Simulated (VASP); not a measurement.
Crystal: Ta2Si2Ge.

```
Ta Si Ge
1.0
     2.92066    0.00000    0.00000
     1.23567    2.74271    0.00000
     1.16755    0.67564   10.58846
Ta Si Ge
2 2 1
Direct
  0.40375 0.50940 0.70538
  0.53920 0.61043 0.29381
  0.94624 0.01319 0.11015
  0.99854 0.10843 0.88839
  0.11228 0.25855 0.50228
```

| Item | Value |
| --- | --- |
| Program | VASP 6.6.1 |
| Task | relaxation of cell and atoms |
| Functional | PBE |
| Potentials or basis | VASP PAW PBE potentials, release 64 (Ta_pv, Si, Ge_d) |
| Cutoff | 600 eV |
| k mesh | 6 × 6 × 2 |
| Occupations | gaussian, width 0.1 eV |
| Spin | no spin polarisation |

At the start: pressure -1.4 GPa; volume 16.96 Å³/atom.

**Question.** How do energy, volume and symmetry change on relaxing?

**Answer.** Over 16 steps the energy falls by 16.8 meV/atom and the volume is 16.84 Å³/atom (-0.7 %); space group P1 (No. 1, to 0.1 Å) before, Cm (No. 8, to 0.1 Å).

The path:
```tsv
step	energy change (eV)	largest force (eV/Å)	pressure (GPa)	volume (Å³)
1	0.0000	0.4968	-1.44	84.82
2	-0.0324	0.3888	2.82	82.94
3	-0.0365	0.4089	1.69	83.40
4	-0.0593	0.3280	-0.56	84.57
5	-0.0594	0.3375	-0.65	84.63
6	-0.0730	0.1928	-0.26	84.37
7	-0.0737	0.1926	-0.17	84.30
8	-0.0771	0.1111	0.10	84.04
9	-0.0773	0.1619	0.36	83.85
10	-0.0796	0.1427	0.15	83.98
11	-0.0809	0.1301	-0.19	84.14
12	-0.0825	0.0832	0.31	83.98
13	-0.0825	0.0673	0.26	84.00
14	-0.0833	0.0492	-0.08	84.23
15	-0.0833	0.0423	-0.21	84.31
16	-0.0839	0.0273	-0.07	84.21
```

Final structure:
```
Ta Si Ge
1.0
     2.97929   -0.02368   -0.00706
     1.23891    2.71532    0.00398
     1.16174    0.68842   10.37111
Ta Si Ge
2 2 1
Direct
  0.41309 0.51417 0.70268
  0.52770 0.62628 0.29749
  0.93059 0.02893 0.11255
  0.00824 0.11169 0.88806
  0.12038 0.21893 0.49922
```

Caveat: the k points lie up to 0.39 Å⁻¹ apart in the final cell, too coarse for converged energies and pressures of a metal.
